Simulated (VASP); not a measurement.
A run of VASP 6.6.1 is set up as follows.

Contents of INCAR:

```
PREC = Accurate
ENCUT = 520
EDIFF = 1E-7
ISMEAR = 0
SIGMA = 0.15
LREAL = F
LASPH = T
NELM = 60
ALGO = Normal
ISIF = 2
LWAVE = F
LCHARG = T
GGA = PS
IVDW = 12
LELF = T
LVHAR = T
NBANDS = 14
```

The input KPOINTS:

```
regular mesh
0
Gamma
  18 18 6
```

POSCAR

```
Al
1.0
    2.7450104144      0.0000000000      0.0000000000
   -1.3725052072      2.3772487525      0.0000000000
    0.0000000000      0.0000000000      9.7609825325
Al
4
Direct
    0.0000000000      0.0000000000      0.0000000000
    0.3333333333      0.6666666667      0.2500000000
    0.0000000000      0.0000000000      0.5000000000
    0.6666666667      0.3333333333      0.7500000000
```

Potentials or basis: VASP PAW PBE potentials, release 64 (Al).

The run is started by

```bash
$ cat potpaw_PBE.64/Al/POTCAR > POTCAR
$ mpirun -np 1 vasp_std > vasp.out
```

(1) Estimate the dispersion energy per atom.

(2) Estimate the pressure.

(3) Estimate the band gap on the k mesh.

## Answers

(1) -0.329 eV.

(2) -0.8 GPa.

(3) zero (bands 6 and 7 overlap by 4.34 eV).

Caveat: the stress differs along the axes, from -5 to 2 GPa; the PAW data sets were made with another functional, which shifts forces and pressure a little.
